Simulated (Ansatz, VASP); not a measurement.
# One calculation of LaTiH3, two programs

```
La Ti H
1.0
     3.89885    0.00000    0.00000
     0.00000    3.89885    0.00000
     0.00000    0.00000    3.89885
La Ti H
1 1 3
Cartesian
  0.0000 0.0000 0.0000
  1.9494 1.9494 1.9494
  0.0000 1.9494 1.9494
  1.9494 0.0000 1.9494
  1.9494 1.9494 0.0000
```

Change from the starting cell: species swapped into the LuBPd3 type (Pm-3m, No. 221).

Alike in both runs: functional PBE; k mesh 10 × 10 × 10; occupations gaussian, width 0.1 eV; no spin polarisation.

Ansatz relaxed the structure, and its values are those at the end. VASP's run is a single point on that final structure, the one shown.

|  | VASP | Ansatz |
| --- | --- | --- |
| version | VASP 6.6.1 | Ansatz 0.2.0 |
| potentials or method | VASP PAW PBE potentials, release 64 (La, Ti_sv, H), cutoff 520 eV | scalar-relativistic, plane waves, PAW |
| valence electrons in the cell | 26 | 26 |

```tsv
	VASP	Ansatz	Ansatz less VASP
gap on the k mesh at the Fermi level (eV)	none	none	-
pressure (GPa)	-0.1	0.0	+0.11
```

A gap of «none» marks a metal or a gap that the smearing closes.

Spin-orbit coupling is off throughout.
